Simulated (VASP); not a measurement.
## Y: single point with PBE

Crystal: Y.

```
Y
1.0
     3.13558    0.00000    0.00000
    -1.56779    2.71549    0.00000
     0.00000    0.00000    2.96629
Y
1
Direct
  0.00000 0.00000 0.00000
```

This cell differs from its parent crystal: volume scaled by 0.75.

```yaml
Program: VASP 6.6.1
Task: single point
Functional: PBE
Potentials_or_basis: VASP PAW PBE potentials, release 64 (Y_sv)
Cutoff: 520 eV
k_mesh: 14 × 14 × 13
Occupations: fermi-dirac, width 0.05 eV
Spin: no spin polarisation
```

- Pressure: 14.2 GPa

Stress tensor (GPa, compression positive):
```
14.10  0.00  0.00
 0.00 14.10  0.00
 0.00  0.00 14.41
```

Levels at points of the mesh, in eV from the Fermi level:
| k point | band 3 | band 4 | band 5 | band 6 | band 7 | band 8 | band 9 | band 10 |
| --- | --- | --- | --- | --- | --- | --- | --- | --- |
| (0.00, 0.00, 0.00) | -21.57 | -21.57 | -4.75 | -0.84 | 2.16 | 2.16 | 7.30 | 7.30 |
| (0.50, 0.00, 0.00) | -21.90 | -21.45 | -2.21 | 0.07 | 1.69 | 3.70 | 6.53 | 7.63 |

Run time: 22 s on 1 thread of AMD EPYC 9R45 96-Core Processor (Zen 5), on a shared host, peak memory 0.16 GiB.
